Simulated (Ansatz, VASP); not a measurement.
YSi2Ir2 in VASP and in Ansatz

```xyz
5
Lattice="-2.0070 2.0070 4.9185 2.0070 -2.0070 4.9185 2.0070 2.0070 -4.9185" Properties=species:S:1:pos:R:3 pbc="T T T"
Y     0.0000    0.0000    0.0000
Si    0.0000    0.0000    3.7267
Si    0.0000    0.0000    6.1103
Ir    0.0000    2.0070    2.4593
Ir    2.0070    0.0000    2.4593
```

Alike in both runs: functional LDA; k mesh 16 × 16 × 16; occupations gaussian, width 0.05 eV; no spin polarisation.

Ansatz relaxed the structure, and its values are those at the end. VASP's run is a single point on that final structure, the one shown.

|  | VASP | Ansatz |
| --- | --- | --- |
| version | VASP 6.6.1 | Ansatz 0.2.0 |
| potentials or method | VASP PAW LDA potentials, release 64 (Y_sv, Si, Ir) | scalar-relativistic, plane waves, PAW |
| plane-wave cutoff (eV) | 520 | 420 |
| valence electrons in the cell | 37 | 53 |

|  | VASP | Ansatz | Ansatz less VASP |
| --- | --- | --- | --- |
| gap on the k mesh at the Fermi level (eV) | none | none | - |
| pressure (GPa) | 0.9 | 0.0 | -0.96 |
| rms of the force components (eV/Å) | 0.043 | 0.000 | -0.0426 |

LDA's correlation is that of Perdew and Zunger in VASP and of Perdew and Wang (1992) in Ansatz. A gap of «none» marks a metal or a gap that the smearing closes. VASP's potentials hold 37 valence electrons a cell and Ansatz's 53, so a difference there can come from the potentials and not from the codes.

Neither program's run includes spin-orbit coupling.
